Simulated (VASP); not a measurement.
# Ti (P6_3/mmc) in VASP: a series of runs, part 2 of 2

VASP 6.6.1. Earlier steps stand in the parts before.

### 3 Relaxation of shape and atoms at fixed volume, PBE (volume scaled by 0.91)

File INCAR:

```
ALGO = Normal
EDIFF = 1E-7
EDIFFG = -0.01
ENCUT = 500
GGA = PE
GGA_COMPAT = False
IBRION = 2
ISIF = 4
ISMEAR = 0
LASPH = True
LCHARG = False
LREAL = False
LWAVE = False
NELM = 120
NELMIN = 4
NSW = 50
PREC = Accurate
SIGMA = 0.1
```

File KPOINTS:

```
k-points
0
Gamma
  18 18 10
```

File POSCAR:

```
Ti
1.0
    2.8462084857      0.0000000000      0.0000000000
   -1.4231042428      2.4648888531      0.0000000000
    0.0000000000      0.0000000000      4.5110133206
Ti
2
Direct
    0.3333333333      0.6666666667      0.2500000000
    0.6666666667      0.3333333333      0.7500000000
```

Potentials or basis: VASP PAW PBE potentials, release 64 (Ti_sv).

The run is started by

```console
$ cat potpaw_PBE.64/Ti_sv/POTCAR > POTCAR
$ mpirun -np 1 vasp_std > vasp.out
```

OUTCAR:

```text
EDIFF = 1E-7
   EDIFFG = -0.01
   ENCUT = 500
   GGA = PE
   IBRION = 2
   ISIF = 4
   ISMEAR = 0
   LASPH = True
   LREAL = False
   NELM = 120
   NELMIN = 4
   NSW = 50
   PREC = Accurate

 ion  position               nearest neighbor table
   1  0.333  0.667  0.250-   2 2.79   2 2.79   2 2.79   2 2.79   2 2.79   2 2.79
   2  0.667  0.333  0.750-   1 2.79   1 2.79   1 2.79   1 2.79   1 2.79   1 2.79

  LATTYP: Found a hexagonal cell.
 ALAT       =     2.8462084857
 C/A-ratio  =     1.5849201994

  Lattice vectors:

 A1 = (   2.8462084857,   0.0000000000,   0.0000000000)
 A2 = (  -1.4231042428,   2.4648888531,   0.0000000000)
 A3 = (   0.0000000000,   0.0000000000,   4.5110133206)

Analysis of symmetry for initial positions (statically):
=====================================================================
 Subroutine PRICEL returns:
 Original cell was already a primitive cell.

 Routine SETGRP: Setting up the symmetry group for a
 hexagonal supercell.

 Subroutine GETGRP returns: Found 24 space group operations
[... 163 lines left out ...]
  ext. energy  EPLUGINS =         0.00000000
  ---------------------------------------------------
  free energy    TOTEN  =       -15.56884838 eV

  energy without entropy =      -15.55995326  energy(sigma->0) =      -15.56440082

 E-fermi :   9.3677     XC(G=0): -11.9439

 val. band max:        9.3652126824   @ k =   0.1667   0.0000   0.2000
 cond. band min:       9.3803604148   @ k =   0.3889   0.1667   0.3000
 fundamental gap:      0.0151477324
 Fermi energy:         9.3677118115

 k-point     1 :       0.0000    0.0000    0.0000
  band No.  band energies     occupation
      1     -47.3556      2.00000
      2     -47.1577      2.00000
      3     -24.0590      2.00000
      4     -23.2071      2.00000
      5     -23.2071      2.00000
      6     -23.1078      2.00000
[... 433 lines left out ...]
      3     -23.8111      2.00000
      4     -23.6506      2.00000
      5     -23.6468      2.00000
      6     -23.4314      2.00000
[... 8 lines left out ...]
     15      10.6584      0.00000
     16      12.8402      0.00000

 [... further k-points ...]
[... 5 lines left out ...]
  --------------------------------------------------------------------------------------
  -------------------------------------------------------------------------------------
  Total        2.3586805      2.3586805      2.3868533      0.0000000      0.0000000      0.0000000
  in kB      119.4102290    119.4102290    120.8365026      0.0000000      0.0000000      0.0000000
  external PRESSURE =     119.8856535 kB  Pullay stress =       0.0000000 kB

 VOLUME and BASIS-vectors are now :
 -----------------------------------------------------------------------------
  energy-cutoff  :      500.00
  volume of cell :       31.65
      direct lattice vectors                 reciprocal lattice vectors
     2.846208486  0.000000000  0.000000000     0.351344606  0.202848903  0.000000000
    -1.423104243  2.464888853  0.000000000     0.000000000  0.405697806  0.000000000
     0.000000000  0.000000000  4.511013321     0.000000000  0.000000000  0.221679682

 POSITION                                       TOTAL-FORCE (eV/Angst)
 -----------------------------------------------------------------------------------
     -0.00000      1.64326      1.12775        -0.000000      0.000000      0.000000
      1.42310      0.82163      3.38326         0.000000     -0.000000      0.000000
 -----------------------------------------------------------------------------------
    total drift:                               -0.000000      0.000000     -0.000000

  FREE ENERGIE OF THE ION-ELECTRON SYSTEM (eV)
  ---------------------------------------------------
  free  energy   TOTEN  =       -15.5688483774 eV

  energy  without entropy=      -15.5599532605  energy(sigma->0) =      -15.56440082

 reached required accuracy - stopping structural energy minimisation
```

OSZICAR:

```text
N       E                     dE             d eps       ncg     rms          rms(c)
DAV:   1     0.244345489306E+03    0.24435E+03   -0.13318E+04  7112   0.186E+03
DAV:   2     0.111491481712E+02   -0.23320E+03   -0.23175E+03  7296   0.490E+02
DAV:   3    -0.162665781086E+02   -0.27416E+02   -0.27179E+02 13992   0.136E+02
DAV:   4    -0.172780411605E+02   -0.10115E+01   -0.10113E+01  7264   0.280E+01
DAV:   5    -0.173298346432E+02   -0.51793E-01   -0.51793E-01 11608   0.440E+00    0.130E+01
DAV:   6    -0.155471579910E+02    0.17827E+01   -0.63753E+00  8376   0.307E+01    0.362E+00
DAV:   7    -0.155401516614E+02    0.70063E-02   -0.81871E-01 10680   0.816E+00    0.212E+00
DAV:   8    -0.155781039466E+02   -0.37952E-01   -0.24943E-01  8200   0.652E+00    0.773E-01
DAV:   9    -0.155685122820E+02    0.95917E-02   -0.53052E-02  8392   0.284E+00    0.797E-02
DAV:  10    -0.155688654302E+02   -0.35315E-03   -0.31583E-03 10896   0.464E-01    0.855E-02
DAV:  11    -0.155688574399E+02    0.79903E-05   -0.21363E-04  9464   0.148E-01    0.281E-02
DAV:  12    -0.155688462150E+02    0.11225E-04   -0.27042E-05  9392   0.503E-02    0.886E-04
DAV:  13    -0.155688473378E+02   -0.11228E-05   -0.85913E-07  8728   0.775E-03    0.116E-03
DAV:  14    -0.155688483073E+02   -0.96945E-06   -0.19592E-07  6320   0.371E-03    0.329E-04
DAV:  15    -0.155688483774E+02   -0.70150E-07   -0.31259E-08  4360   0.166E-03
   1 F= -.15568848E+02 E0= -.15564401E+02  d E =-.155688E+02
```

CONTCAR:

```text
Ti
   1.00000000000000
     2.8462084857000001    0.0000000000000000    0.0000000000000000
    -1.4231042428000000    2.4648888531000002    0.0000000000000000
     0.0000000000000000    0.0000000000000000    4.5110133206000000
  Ti
     2
Direct
     0.3333333332999970    0.6666666667000030    0.2500000000000000
     0.6666666667000030    0.3333333332999970    0.7500000000000000

  0.00000000E+00  0.00000000E+00  0.00000000E+00
  0.00000000E+00  0.00000000E+00  0.00000000E+00
```

It took 65 s on 1 thread of Intel Xeon 6975P-C, shared host; peak memory 0.22 GiB.

What came out:

```yaml
Free_energy: -15.5688 eV
Pressure_after_relaxing: 12.0 GPa
Band_gap_on_the_k_mesh: zero (band 12 reaches 10.19 eV, above the bottom of band 13 at 9.04 eV)
```

Stress tensor (GPa, compression positive):
```
11.94  0.00  0.00
 0.00 11.94  0.00
 0.00  0.00 12.08
```

Final structure:
```cif
data_structure
_symmetry_space_group_name_H-M 'P 1'
_symmetry_Int_Tables_number 1
_cell_length_a 2.8462
_cell_length_b 2.8462
_cell_length_c 4.5110
_cell_angle_alpha 90.000
_cell_angle_beta 90.000
_cell_angle_gamma 120.000
_cell_volume 31.65
loop_
_atom_site_label
_atom_site_type_symbol
_atom_site_fract_x
_atom_site_fract_y
_atom_site_fract_z
_atom_site_occupancy
Ti1 Ti 0.33333 0.66667 0.25000 1
Ti2 Ti 0.66667 0.33333 0.75000 1
```

Caveat: the relaxation stopped at its first step, so nothing moved.
